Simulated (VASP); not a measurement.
# Be17S16 (a cell with a defect) in VASP: notebook

Be17S16 (a cell with a defect) is run at these levels: PBE; tasks: single point.

Program: VASP 6.6.1. These are calculated values, not measurements. Logs are shortened: lines on timing, memory, paths and dates and some standing lists are left out, and cuts for length are marked.

## (1) The cell of the first run

The cell holds a defect, 33 atoms: a = 8.446 Å, b = 8.446 Å, c = 8.446 Å, α = 109.47°, β = 109.47°, γ = 109.47°.

## (2) Single point, PBE

File INCAR:

```
PREC     = Accurate       # precision mode
ENCUT    = 520            # plane-wave cutoff, eV
EDIFF    = 1E-7           # SCF threshold, eV
ISMEAR   = 0              # smearing method
SIGMA    = 0.01           # smearing width, eV
LREAL    = Auto         
LASPH    = True           # aspherical terms in the spheres
NELM     = 100            # most SCF steps
ALGO     = Normal         # electronic algorithm
ISIF     = 2              # what is computed and relaxed
LWAVE    = False          # write WAVECAR
LCHARG   = True           # write CHGCAR
GGA      = PE             # functional
LELF     = True           # ELF
LVHAR    = True         
NBANDS   = 87             # bands
```

File KPOINTS:

```
Automatic mesh
0
Gamma
  2 2 2
  0.5 0.5 0.5
```

File POSCAR:

```
Be17S16
1.0
    4.8761188970      4.8761188970      4.8761188970
   -4.8761188970     -4.8761188970      4.8761188970
    4.8761188970     -4.8761188970     -4.8761188970
Be S
17 16
Direct
    0.7527210424      0.2531637288      0.0000000000
   -0.0079214317      0.0000000000      0.0000000000
    0.7472789576      0.4972789576      0.7504426864
   -0.0031637288      0.2495573136      0.7468362712
    0.2500000000      0.0000000000      0.7420785683
    0.2500000000      0.7420785683      0.0000000000
    0.5031637288      0.5027210424      0.0000000000
    0.7527210424      0.0000000000      0.2531637288
    0.7472789576      0.7504426864      0.4972789576
    0.0004426864      0.4972789576      0.4972789576
    0.2500000000      0.2531637288      0.5027210424
    0.5031637288      0.0000000000      0.5027210424
    0.4995573136      0.7468362712      0.7468362712
   -0.0031637288      0.7468362712      0.2495573136
    0.2500000000      0.5027210424      0.2531637288
    0.5079214317      0.2579214317      0.2579214317
    0.2500000000      0.0000000000      0.0000000000
    0.7500000000      0.2500000000      0.7500000000
   -0.0030248872      0.0000000000      0.7469751128
    0.7541509040      0.5041509040      0.5041509040
    0.0000000000      0.2500000000      0.5000000000
    0.2500000000      0.0000000000      0.4958490960
    0.2500000000      0.7469751128      0.7469751128
    0.5000000000      0.5000000000      0.7500000000
    0.7458490960      0.0000000000      0.0000000000
    0.7500000000      0.7500000000      0.2500000000
    0.0000000000      0.5000000000      0.2500000000
    0.2500000000      0.2530248872      0.2530248872
    0.5030248872      0.0000000000      0.2530248872
    0.5000000000      0.7500000000      0.5000000000
   -0.0030248872      0.7469751128      0.0000000000
    0.2500000000      0.4958490960      0.0000000000
    0.5030248872      0.2530248872      0.0000000000
```

Potentials or basis: VASP PAW PBE potentials, release 64 (Be, S).

Started as:

```console
$ cat potpaw_PBE.64/Be/POTCAR potpaw_PBE.64/S/POTCAR > POTCAR
$ mpirun -np 1 vasp_std > vasp.out
```

OUTCAR:

```text
PREC = Accurate
   ENCUT = 520
   EDIFF = 1E-7
   ISMEAR = 0
   LREAL = Auto
   LASPH = True
   NELM = 100
   ISIF = 2
   GGA = PE

 ion  position               nearest neighbor table
   1  0.753  0.253  0.000-  18 2.09  27 2.09  33 2.11  25 2.12
   2  0.992  0.000  0.000-  25 2.08  19 2.15  28 2.15  31 2.15  17 2.18
   3  0.747  0.497  0.750-  18 2.09  24 2.09  31 2.11  20 2.12
   4  0.997  0.250  0.747-  18 2.09  21 2.09  19 2.11  32 2.12
   5  0.250  0.000  0.742-  22 2.08  19 2.15  23 2.15  33 2.15  17 2.18
   6  0.250  0.742  0.000-  32 2.08  29 2.15  31 2.15  23 2.15  17 2.18
   7  0.503  0.503  0.000-  24 2.09  26 2.09  33 2.11  32 2.12
   8  0.753  0.000  0.253-  21 2.09  26 2.09  29 2.11  25 2.12
   9  0.747  0.750  0.497-  26 2.09  30 2.09  19 2.11  20 2.12
  10  0.000  0.497  0.497-  21 2.09  27 2.09  23 2.11  20 2.12
  11  0.250  0.253  0.503-  21 2.09  24 2.09  28 2.11  22 2.12
  12  0.503  0.000  0.503-  30 2.09  18 2.09  29 2.11  22 2.12
  13  0.500  0.747  0.747-  24 2.09  30 2.09  23 2.11  25 2.12
  14  0.997  0.747  0.250-  26 2.09  27 2.09  31 2.11  22 2.12
  15  0.250  0.503  0.253-  27 2.09  30 2.09  28 2.11  32 2.12
  16  0.508  0.258  0.258-  20 2.08  28 2.15  29 2.15  33 2.15  17 2.18
  17  0.250  0.000  0.000-   2 2.18   5 2.18   6 2.18  16 2.18  19 2.47  23 2.47  28 2.47  29 2.47
                            31 2.47  33 2.47
  18  0.750  0.250  0.750-   1 2.09   3 2.09   4 2.09  12 2.09
  19  0.997  0.000  0.747-   4 2.11   9 2.11   5 2.15   2 2.15  17 2.47
  20  0.754  0.504  0.504-  16 2.08   9 2.12  10 2.12   3 2.12
  21  0.000  0.250  0.500-   4 2.09   8 2.09  10 2.09  11 2.09
  22  0.250  0.000  0.496-   5 2.08  11 2.12  12 2.12  14 2.12
  23  0.250  0.747  0.747-  10 2.11  13 2.11   5 2.15   6 2.15  17 2.47
  24  0.500  0.500  0.750-   3 2.09   7 2.09  13 2.09  11 2.09
  25  0.746  0.000  0.000-   2 2.08   1 2.12   8 2.12  13 2.12
  26  0.750  0.750  0.250-   7 2.09   8 2.09   9 2.09  14 2.09
  27  0.000  0.500  0.250-   1 2.09  10 2.09  14 2.09  15 2.09
  28  0.250  0.253  0.253-  11 2.11  15 2.11   2 2.15  16 2.15  17 2.47
  29  0.503  0.000  0.253-   8 2.11  12 2.11   6 2.15  16 2.15  17 2.47
  30  0.500  0.750  0.500-   9 2.09  12 2.09  13 2.09  15 2.09
  31  0.997  0.747  0.000-   3 2.11  14 2.11   6 2.15   2 2.15  17 2.47
  32  0.250  0.496  0.000-   6 2.08   4 2.12   7 2.12  15 2.12
  33  0.503  0.253  0.000-   1 2.11   7 2.11   5 2.15  16 2.15  17 2.47

  LATTYP: Found a body centered cubic cell.
 ALAT       =     9.7522377940

  Lattice vectors:

 A1 = (   4.8761188970,   4.8761188970,   4.8761188970)
 A2 = (  -4.8761188970,  -4.8761188970,   4.8761188970)
 A3 = (   4.8761188970,  -4.8761188970,  -4.8761188970)

Analysis of symmetry for initial positions (statically):
=====================================================================
 Subroutine PRICEL returns:
 Original cell was already a primitive cell.

[... 180 lines left out ...]
   IMIX   =      4    mixing-type and parameters
     AMIX     =   0.40;   BMIX     =  1.00
     AMIX_MAG =   1.60;   BMIX_MAG =  1.00
  volume/ion in A,a.u.               =      14.05        94.83
  Fermi-wavevector in a.u.,A,eV,Ry     =   1.071425  2.024699 15.618821  1.147951
  Thomas-Fermi vector in A             =   2.207165
   LORBIT       =      0    0 simple, 1 ext, 2 COOP (PROOUT), +10 PAW based schemes
   GGA     = PE    functional components
   LHFCALC =     F    Hartree Fock is set to
   AEXX    =    0.0000 exact exchange contribution
   IVDW    =     0    specifies the selected vdW correction
   LEPSILON=     F    determine dielectric tensor
   LRPA    =     F    only Hartree local field effects (RPA)
 non-spin polarized calculation
 Gauss-broadening in eV      SIGMA  =   0.01
  energy-cutoff  :      520.00
  volume of cell :      463.75
 maximum number of plane-waves:     12532
 NGX is ok and might be reduce to    64
   NGX = 31   NGY = 31   NGZ = 31

 number of electron     129.9999998 magnetization

 Free energy of the ion-electron system (eV)
  ---------------------------------------------------
  ext. energy  EPLUGINS =         0.00000000
  ---------------------------------------------------
  free energy    TOTEN  =      -158.74655973 eV

  energy without entropy =     -158.74655973  energy(sigma->0) =     -158.74655973

 E-fermi :   7.5127     XC(G=0):  -9.7781

 val. band max:        7.4140316252   @ k =   0.2500   0.2500   0.2500
 cond. band min:       8.0535853457   @ k =   0.2500   0.2500   0.2500
 fundamental gap:      0.6395537205
 Fermi energy:         7.5126699440

 k-point     1 :       0.2500    0.2500    0.2500
  band No.  band energies     occupation
      1      -9.0454      2.00000
      2      -8.8237      2.00000
      3      -8.8237      2.00000
      4      -8.8237      2.00000
      5      -7.8361      2.00000
      6      -7.8361      2.00000
[... 69 lines left out ...]
     76       8.9280      0.00000
     77       9.4788      0.00000

 k-point     2 :      -0.2500    0.2500    0.2500
  band No.  band energies     occupation
      1      -9.3147      2.00000
      2      -8.6210      2.00000
      3      -8.4545      2.00000
      4      -8.4545      2.00000
      5      -8.4246      2.00000
      6      -8.0493      2.00000
[... 69 lines left out ...]
     76       9.8624      0.00000
     77       9.9425      0.00000
 [bands above 77 left out]

------------------------ aborting loop because EDIFF is reached ----------------------------------------

  FORCE on cell =-STRESS in cart. coord.  units (eV):
  Direction    XX          YY          ZZ          XY          YZ          ZX
  --------------------------------------------------------------------------------------
  -------------------------------------------------------------------------------------
  Total        3.7211064      3.7211064      3.7211064      0.0000000      0.0000000      0.0000000
  in kB       12.8558212     12.8558212     12.8558212      0.0000000      0.0000000      0.0000000
  external PRESSURE =      12.8558212 kB  Pullay stress =       0.0000000 kB

 VOLUME and BASIS-vectors are now :
 -----------------------------------------------------------------------------
  energy-cutoff  :      520.00
  volume of cell :      463.75
      direct lattice vectors                 reciprocal lattice vectors
     4.876118897  4.876118897  4.876118897     0.102540568  0.000000000  0.102540568
    -4.876118897 -4.876118897  4.876118897     0.000000000 -0.102540568  0.102540568
     4.876118897 -4.876118897 -4.876118897     0.102540568 -0.102540568  0.000000000

 POSITION                                       TOTAL-FORCE (eV/Angst)
 -----------------------------------------------------------------------------------
      2.43590      2.43590      4.90481        -0.016554     -0.016554     -0.004896
      4.83749      4.83749      4.83749        -0.008173     -0.008173     -0.008173
      4.87828     -2.44022      2.40936         0.016554     -0.016554      0.004896
      7.28548      0.00216      2.43590         0.004896      0.016554     -0.016554
      4.83749     -2.39943     -2.39943        -0.008173      0.008173      0.008173
     -2.39943     -2.39943      4.83749         0.008173      0.008173     -0.008173
[... 25 lines left out ...]
     -1.19879     -1.19879      3.63685        -0.004624     -0.004624      0.004624
      1.21903      1.21903      3.68659        -0.000000      0.000000     -0.000739
 -----------------------------------------------------------------------------------
    total drift:                                0.000003     -0.000003      0.000002

  FREE ENERGIE OF THE ION-ELECTRON SYSTEM (eV)
  ---------------------------------------------------
  free  energy   TOTEN  =      -158.7465597342 eV

  energy  without entropy=     -158.7465597342  energy(sigma->0) =     -158.74655973
```

OSZICAR:

```text
N       E                     dE             d eps       ncg     rms          rms(c)
DAV:   1     0.584019245403E+03    0.58402E+03   -0.55491E+04   348   0.130E+03
DAV:   2    -0.100560236816E+03   -0.68458E+03   -0.65431E+03   442   0.232E+02
DAV:   3    -0.159785442825E+03   -0.59225E+02   -0.58729E+02   448   0.756E+01
[... 11 lines left out ...]
DAV:  15    -0.158746558399E+03   -0.75147E-05   -0.26175E-05   408   0.139E-02    0.240E-02
DAV:  16    -0.158746559093E+03   -0.69466E-06   -0.83632E-07   432   0.275E-03    0.155E-02
DAV:  17    -0.158746560041E+03   -0.94762E-06   -0.24691E-06   408   0.456E-03    0.125E-02
DAV:  18    -0.158746559781E+03    0.25998E-06   -0.39802E-07   368   0.203E-03    0.435E-03
DAV:  19    -0.158746559734E+03    0.46639E-07   -0.61973E-08   216   0.693E-04
   1 F= -.15874656E+03 E0= -.15874656E+03  d E =-.784523E-45
```

Run time: 6.2 min. Hardware: 1 thread of Intel Xeon 8259CL, shared host; peak memory 0.55 GiB.

What came out:

| Item | Value |
| --- | --- |
| Free energy | -158.7466 eV |
| Pressure | 1.3 GPa |
| Largest force | 0.024 eV/Å |
| Band gap on the k mesh | 0.64 eV |

Forces on the atoms (eV/Å):
```
Be  -0.017 -0.017 -0.005
Be  -0.008 -0.008 -0.008
Be   0.017 -0.017  0.005
Be   0.005  0.017 -0.017
Be  -0.008  0.008  0.008
Be   0.008  0.008 -0.008
Be   0.017  0.017 -0.005
Be  -0.005 -0.017 -0.017
Be   0.005 -0.017  0.017
Be   0.017 -0.005  0.017
Be  -0.017  0.005  0.017
Be  -0.005  0.017  0.017
Be  -0.017 -0.005 -0.017
Be  -0.017  0.017  0.005
Be   0.017  0.005 -0.017
Be   0.008 -0.008  0.008
Be   0.000  0.000  0.000
S    0.000  0.000  0.000
S    0.001  0.000  0.000
S   -0.005  0.005 -0.005
S    0.000  0.000  0.000
S    0.005 -0.005 -0.005
S    0.000 -0.001  0.000
S    0.000  0.000  0.000
S    0.005  0.005  0.005
S    0.000  0.000  0.000
S    0.000  0.000  0.000
S    0.000  0.001  0.000
S   -0.001  0.000  0.000
S    0.000  0.000  0.000
S    0.000  0.000  0.001
S   -0.005 -0.005  0.005
S    0.000  0.000 -0.001
```

(Part 1 of 2 ends here.)
